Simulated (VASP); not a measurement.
Runs of VASP 6.6.1 on RbMgH2. The structure is that of space group P6_3/mmc (No. 194), or close to it. The cells are those of the table. The cell was built from a structure type or drawn by symmetry, and may not be a known phase.

```tsv
task	cell	k mesh	cutoff (eV)	gap on the mesh (eV)	pressure (GPa)	relaxed volume (Å³/atom)
single point	a = 3.920, b = 3.920, c = 12.050 Å, angles 90.0, 90.0, 120.0°, 8 atoms	12 × 12 × 4	520	none	(a)	-
relaxation of cell and atoms	relaxed from a = 3.930, b = 3.930, c = 11.916 Å, angles 90.0, 90.0, 120.0°, 8 atoms	12 × 12 × 4	600	none	0.0	20.03
single point	a = 4.607, b = 4.607, c = 8.239 Å, angles 90.0, 90.0, 120.0°, 8 atoms	6 × 6 × 2	520	none	5.7	-
single point	a = 3.930, b = 3.930, c = 11.916 Å, angles 90.0, 90.0, 120.0°, 8 atoms	6 × 6 × 2	520	none	0.0	-
relaxation of cell and atoms	relaxed from a = 4.607, b = 4.607, c = 8.239 Å, angles 90.0, 90.0, 120.0°, 8 atoms	6 × 6 × 2	600	none	0.1	19.64
```

Alike in all rows: level PBE; potentials or basis VASP PAW PBE potentials, release 64 (Rb_sv, Mg, H); no spin polarisation; smearing gaussian 0.1 eV.

Problem. Estimate the missing entries.

Solution. (a) -0.1.

Caveats: some runs use coarse meshes; a cell axis changed by over 15 % at a fixed basis, so the end point is rough (at least some runs).

A k mesh can miss the band edges, and the runs leave out spin-orbit coupling on Rb.

A gap of «none» marks levels without a gap at the run's occupations.
